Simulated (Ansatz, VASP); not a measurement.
## Te: VASP beside Ansatz

```
Te
1.0
     5.54899    0.00000    0.00000
    -2.77450    4.80557    0.00000
     0.00000    0.00000    3.08984
Te
3
Cartesian
  0.0000 0.0000 0.0000
  0.0000 3.2037 1.5449
  2.7745 1.6019 1.5449
```

Alike in both runs: functional PBEsol; k mesh 6 × 6 × 6; occupations gaussian, width 0.1 eV; no spin polarisation.

Ansatz relaxed the structure, and its values are those at the end. VASP's run is a single point on that final structure, the one shown.

```csv
,VASP,Ansatz
version,VASP 6.6.1,Ansatz 0.2.0
potentials or method,"VASP PAW PBE potentials, release 64 (Te), cutoff 520 eV","scalar-relativistic, plane waves, PAW"
valence electrons in the cell,18,48
```

|  | VASP | Ansatz | Ansatz less VASP |
| --- | --- | --- | --- |
| gap on the k mesh at the Fermi level (eV) | none | none | - |
| pressure (GPa) | 0.0 | 0.0 | -0.01 |

VASP's potentials were made for PBE, not for PBEsol. A gap of «none» marks a metal or a gap that the smearing closes. VASP's potentials hold 18 valence electrons a cell and Ansatz's 48, so a difference there can come from the potentials and not from the codes.

Spin-orbit coupling is off throughout.
